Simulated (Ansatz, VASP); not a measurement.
## Two plane-wave programs on WC

```xyz
2
Lattice="2.9005 0.0000 0.0000 -1.4503 2.5119 0.0063 0.0000 0.0071 2.8290" Properties=species:S:1:pos:R:3 pbc="T T T"
W     0.0000    0.0000    0.0000
C     1.4503    0.8408    1.4166
```

Change from the starting cell: strain +0.0050 x Voigt [0, 0, 0, 1, 0, 0], atoms carried along.

Alike in both runs: task single point; functional PBEsol; k mesh 18 × 18 × 16; occupations gaussian, width 0.15 eV; no spin polarisation.

|  | VASP | Ansatz |
| --- | --- | --- |
| version | VASP 6.6.1 | Ansatz 0.2.0 |
| potentials or method | VASP PAW PBE potentials, release 64 (W_sv, C), cutoff 520 eV | scalar-relativistic, plane waves, PAW |
| valence electrons in the cell | 18 | 18 |

|  | VASP | Ansatz | Ansatz less VASP |
| --- | --- | --- | --- |
| gap on the k mesh at the Fermi level (eV) | none | none | - |
| pressure (GPa) | 0.6 | -0.7 | -1.29 |
| traceless stress, the component that is largest in VASP (GPa) | -1.61 | -1.60 | +0.009 |

VASP's potentials were made for PBE, not for PBEsol. A gap of «none» marks a metal or a gap that the smearing closes. With one functional, cell and mesh, what is left measures potentials, basis and numerics.

Neither program's run includes spin-orbit coupling.
